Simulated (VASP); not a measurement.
Input of a VASP 6.6.1 run:

File POSCAR:

```
CdTe
1.0
    0.0000000000      3.2447842872      3.2447842872
    3.2447842872      0.0000000000      3.2447842872
    3.2447842872      3.2447842872      0.0000000000
Cd Te
1 1
Direct
    0.0000000000      0.0000000000      0.0000000000
    0.2500000000      0.2500000000      0.2500000000
```

INCAR.step1

```
SYSTEM = CdTe
PREC = Accurate ; ENCUT = 520
ISMEAR = 0 ; SIGMA = 0.02
LREAL = .FALSE. ; LASPH = .TRUE.
NELM = 60 ; NBANDS = 16
GGA = PE ; ALGO = Normal
EDIFF = 1E-4 ; LWAVE = .TRUE.
LCHARG = .FALSE.
```

File INCAR.step2:

```
SYSTEM = CdTe
PREC = Accurate ; ENCUT = 520
EDIFF = 1E-6 ; ISMEAR = 0
SIGMA = 0.02 ; LREAL = .FALSE.
LASPH = .TRUE. ; NELM = 60
ALGO = Normal ; ISIF = 2
LWAVE = .FALSE. ; LCHARG = .TRUE.
METAGGA = R2SCAN ; LMIXTAU = .TRUE.
LELF = .TRUE. ; LVHAR = .TRUE.
NBANDS = 16 ; ISTART = 1
```

File KPOINTS:

```
Automatic mesh
0
G
  8 8 8
  0 0 0
```

Potentials or basis: VASP PAW PBE potentials, release 64 (Cd, Te).

The run is started by

```bash
$ cat potpaw_PBE.64/Cd/POTCAR potpaw_PBE.64/Te/POTCAR > POTCAR
$ cp INCAR.step1 INCAR
$ mpirun -np 1 vasp_std > vasp.out
$ cp INCAR.step2 INCAR
$ mpirun -np 1 vasp_std > vasp.out
```

Task: What does it give for the band gap on the k mesh?

Result: 1.26 eV, direct.

Task: Predict the pressure.

Result: 1.5 GPa.

Caveat: the PAW data sets were made with another functional, which shifts forces and pressure a little; spin-orbit coupling is left out, which moves the levels of the heavy elements.
